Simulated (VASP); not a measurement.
# Au (P-1) in VASP: single point with r2SCAN

Aim: the single point of Au with r2SCAN.

Program: VASP 6.6.1. These are calculated values, not measurements. Logs are shortened: lines on timing, memory, paths and dates and some standing lists are left out, and cuts for length are marked.

**1. The cell of the first run**

The typed cell holds 2 atoms: a = 2.890 Å, b = 2.890 Å, c = 4.865 Å, α = 90.00°, β = 90.00°, γ = 120.00°.

**2. Single point, r2SCAN (atoms moved at random)**

POSCAR

```
Au
1.0
    2.8902925736      0.0000000000      0.0000000000
   -1.4451462868      2.5030667931      0.0000000000
    0.0000000000      0.0000000000      4.8647156948
Au
2
Direct
    0.3485237125      0.6649016845      0.7530161076
    0.6514762875      0.3350983155      0.2469838924
```

INCAR.step1

```
  ALGO = Normal
  EDIFF = 1E-4
  ENCUT = 520
  GGA = PE
  ISMEAR = 0
  LASPH = True
  LCHARG = False
  LREAL = False
  LWAVE = True
  NBANDS = 18
  NELM = 100
  PREC = Accurate
  SIGMA = 0.15
```

INCAR.step2

```
  ALGO = Normal
  EDIFF = 1E-6
  ENCUT = 520
  ISIF = 2
  ISMEAR = 0
  ISTART = 1
  LASPH = True
  LCHARG = False
  LMIXTAU = True
  LREAL = False
  LWAVE = False
  METAGGA = R2SCAN
  NBANDS = 18
  NELM = 100
  PREC = Accurate
  SIGMA = 0.15
```

KPOINTS

```
k-points
0
Gamma
  12 12 8
```

Potentials or basis: VASP PAW PBE potentials, release 64 (Au).

Run with:

```
$ cat potpaw_PBE.64/Au/POTCAR > POTCAR
$ cp INCAR.step1 INCAR
$ mpirun -np 1 vasp_std > vasp.out
$ cp INCAR.step2 INCAR
$ mpirun -np 1 vasp_std > vasp.out
```

OUTCAR:

```text
EDIFF = 1E-6
   ENCUT = 520
   ISIF = 2
   ISMEAR = 0
   ISTART = 1
   LASPH = True
   LREAL = False
   METAGGA = R2SCAN
   NELM = 100
   PREC = Accurate

 ion  position               nearest neighbor table
   1  0.349  0.665  0.753-   2 2.88   2 2.93   2 2.93   2 2.97   2 2.98   2 3.02
   2  0.651  0.335  0.247-   1 2.88   1 2.93   1 2.93   1 2.97   1 2.98   1 3.02

  LATTYP: Found a hexagonal cell.
 ALAT       =     2.8902925736
 C/A-ratio  =     1.6831222345

  Lattice vectors:

 A1 = (   2.8902925736,   0.0000000000,   0.0000000000)
 A2 = (  -1.4451462868,   2.5030667931,   0.0000000000)
 A3 = (   0.0000000000,   0.0000000000,   4.8647156948)

Analysis of symmetry for initial positions (statically):
=====================================================================
 Subroutine PRICEL returns:
 Original cell was already a primitive cell.

 Routine SETGRP: Setting up the symmetry group for a
 hexagonal supercell.

 Subroutine GETGRP returns: Found  2 space group operations
 (whereof  2 operations were pure point group operations)
 out of a pool of 24 trial point group operations.

The static configuration has the point symmetry S_2 .

Analysis of symmetry for dynamics (positions and initial velocities):
=====================================================================
 Subroutine PRICEL returns:
 Original cell was already a primitive cell.

 Routine SETGRP: Setting up the symmetry group for a
 hexagonal supercell.

 Subroutine GETGRP returns: Found  2 space group operations
 (whereof  2 operations were pure point group operations)
 out of a pool of 24 trial point group operations.

The dynamic configuration has the point symmetry S_2 .

 Subroutine INISYM returns: Found  2 space group operations
 (whereof  2 operations are pure point group operations),
 and found     1 'primitive' translations

----------------------------------------------------------------------------------------

                                     Primitive cell

  volume of cell :      35.1942

  direct lattice vectors                    reciprocal lattice vectors
     2.890292574  0.000000000  0.000000000     0.345985735  0.199754957  0.000000000
    -1.445146287  2.503066793  0.000000000     0.000000000  0.399509914  0.000000000
     0.000000000  0.000000000  4.864715695     0.000000000  0.000000000  0.205561859

  length of vectors
[... 79 lines left out ...]
   LASPH  =      T    aspherical Exc in radial PAW
   ENCUT  =  520.0 eV  38.22 Ry    6.18 a.u.   5.37  5.37  9.05*2*pi/ulx,y,z
   NELM   =    100;   NELMIN=  2; NELMDL=  0     # of ELM steps
   EDIFF  = 0.1E-05   stopping-criterion for ELM
   LREAL  =      F    real-space projection
   EDIFFG = 0.1E-04   stopping-criterion for IOM
   NSW    =      0    number of steps for IOM
   IBRION =     -1    ionic relax: 0-MD 1-quasi-New 2-CG
   NFREE  =      0    steps in history (QN), initial steepest desc. (CG)
   ISIF   =      2    stress and relaxation
   ISYM   =      2    0-nonsym 1-usesym 2-fastsym
   POTIM  = 0.5000    time-step for ionic-motion
   TEBEG  =    0.0;   TEEND  =   0.0 temperature during run
   PSTRESS=    0.0 pullay stress
   NELECT =      22.0000    total number of electrons
   NUPDOWN=      -1.0000    fix difference up-down
   EMIN   =  10.00;   EMAX   =-10.00  energy-range for DOS
   EFERMI =   0.00;   METHOD = LEGACY
   ISMEAR =     0;   SIGMA  =   0.15  broadening in eV -4-tet -1-fermi 0-gaus
   EFERMI_NEDOS =   21; number of points for ismear=-14 and -15
   IALGO  =     38    algorithm
   IMIX   =      4    mixing-type and parameters
     AMIX     =   0.40;   BMIX     =  1.00
     AMIX_MAG =   1.60;   BMIX_MAG =  1.00
  volume/ion in A,a.u.               =      17.60       118.75
  Fermi-wavevector in a.u.,A,eV,Ry     =   1.399776  2.645193 26.658879  1.959372
  Thomas-Fermi vector in A             =   2.522802
   LORBIT       =      0    0 simple, 1 ext, 2 COOP (PROOUT), +10 PAW based schemes
   METAGGA = R2SCAN    functional components
   LHFCALC =     F    Hartree Fock is set to
   AEXX    =    0.0000 exact exchange contribution
   IVDW    =     0    specifies the selected vdW correction
   LEPSILON=     F    determine dielectric tensor
   LRPA    =     F    only Hartree local field effects (RPA)
 non-spin polarized calculation
 Gauss-broadening in eV      SIGMA  =   0.15
  energy-cutoff  :      520.00
  volume of cell :       35.19
 maximum number of plane-waves:       967
 NGX is ok and might be reduce to    24
   NGX = 11   NGY = 11   NGZ = 19

 number of electron      22.0000001 magnetization

 Free energy of the ion-electron system (eV)
  ---------------------------------------------------
  ext. energy  EPLUGINS =         0.00000000
  ---------------------------------------------------
  free energy    TOTEN  =      -101.16016578 eV

  energy without entropy =     -101.15019641  energy(sigma->0) =     -101.15518110

 E-fermi :   8.8417     XC(G=0): -13.3947

 val. band max:        8.8407623016   @ k =   0.4167   0.5000  -0.1250
 cond. band min:       8.8421709119   @ k =   0.5000  -0.4167   0.1250
 fundamental gap:      0.0014086103
 Fermi energy:         8.8416509641

 k-point     1 :       0.0000    0.0000    0.0000
  band No.  band energies     occupation
      1      -0.9402      2.00000
      2       1.4123      2.00000
      3       3.8138      2.00000
      4       4.1071      2.00000
      5       4.1609      2.00000
      6       4.3971      2.00000
[... 481 lines left out ...]
      5       4.0804      2.00000
      6       4.3985      2.00000
[... 10 lines left out ...]
     17      26.7698      0.00000
     18      26.9168      0.00000

 [... further k-points ...]

------------------------ aborting loop because EDIFF is reached ----------------------------------------

  FORCE on cell =-STRESS in cart. coord.  units (eV):
  Direction    XX          YY          ZZ          XY          YZ          ZX
  --------------------------------------------------------------------------------------
  -------------------------------------------------------------------------------------
  Total        0.2142175      0.2074333     -0.0600997     -0.0454466     -0.0055149      0.0247145
  in kB        9.7520041      9.4431617     -2.7359706     -2.0689026     -0.2510578      1.1250996
  external PRESSURE =       5.4863984 kB  Pullay stress =       0.0000000 kB

 VOLUME and BASIS-vectors are now :
 -----------------------------------------------------------------------------
  energy-cutoff  :      520.00
  volume of cell :       35.19
      direct lattice vectors                 reciprocal lattice vectors
     2.890292574  0.000000000  0.000000000     0.345985735  0.199754957  0.000000000
    -1.445146287  2.503066793  0.000000000     0.000000000  0.399509914  0.000000000
     0.000000000  0.000000000  4.864715695     0.000000000  0.000000000  0.205561859

 POSITION                                       TOTAL-FORCE (eV/Angst)
 -----------------------------------------------------------------------------------
      0.04646      1.66429      3.66321        -0.045929      0.013882     -0.199424
      1.39869      0.83877      1.20151         0.045929     -0.013882      0.199424
 -----------------------------------------------------------------------------------
    total drift:                                0.000000     -0.000000      0.000000

  FREE ENERGIE OF THE ION-ELECTRON SYSTEM (eV)
  ---------------------------------------------------
  free  energy   TOTEN  =      -101.1601657828 eV

  energy  without entropy=     -101.1501964100  energy(sigma->0) =     -101.15518110
```

OUTCAR.step1:

```text
EDIFF = 1E-4
   ENCUT = 520
   GGA = PE
   ISMEAR = 0
   LASPH = True
[... 726 lines left out ...]
 -----------------------------------------------------------------------------------
      0.04646      1.66429      3.66321        -0.051220      0.015618     -0.211119
      1.39869      0.83877      1.20151         0.051220     -0.015618      0.211119
 -----------------------------------------------------------------------------------
    total drift:                                0.000000     -0.000000      0.000000

  FREE ENERGIE OF THE ION-ELECTRON SYSTEM (eV)
  ---------------------------------------------------
  free  energy   TOTEN  =        -6.4035342087 eV

  energy  without entropy=       -6.3919494299  energy(sigma->0) =       -6.39774182
```

OSZICAR.step1:

```text
N       E                     dE             d eps       ncg     rms          rms(c)
DAV:   1     0.122880537209E+03    0.12288E+03   -0.11681E+04 20904   0.118E+03
DAV:   2    -0.484462359330E+01   -0.12773E+03   -0.12181E+03 22106   0.259E+02
DAV:   3    -0.692742589835E+01   -0.20828E+01   -0.20705E+01 24584   0.335E+01
DAV:   4    -0.693634985969E+01   -0.89240E-02   -0.89230E-02 22940   0.230E+00
DAV:   5    -0.693643177245E+01   -0.81913E-04   -0.81913E-04 23122   0.236E-01    0.120E+01
DAV:   6    -0.643968077871E+01    0.49675E+00   -0.94233E-01 21616   0.891E+00    0.782E+00
DAV:   7    -0.640757602961E+01    0.32105E-01   -0.94606E-02 22944   0.280E+00    0.336E+00
DAV:   8    -0.640356560439E+01    0.40104E-02   -0.83268E-03 21754   0.741E-01    0.353E-01
DAV:   9    -0.640353420872E+01    0.31396E-04   -0.46765E-05 14388   0.622E-02
   1 F= -.64035342E+01 E0= -.63977418E+01  d E =-.115848E-01
```

Run time: 17 min. Hardware: 1 thread of Intel Xeon 8259CL, shared host; peak memory 0.41 GiB.

What came out:

| Property | Result |
| --- | --- |
| Free energy | -101.1602 eV |
| Pressure | 0.5 GPa |
| Largest force | 0.205 eV/Å |
| Band gap on the k mesh | zero (bands 11 and 12 overlap by 7.03 eV) |

Forces in eV/Å, atoms in the order of the input:
```
Au  -0.046  0.014 -0.199
Au   0.046 -0.014  0.199
```

Caveat: the cell differs from its parent crystal (atoms moved at random); the PAW data sets were made with another functional, which shifts forces and pressure a little; spin-orbit coupling is left out, which moves the levels of the heavy elements.
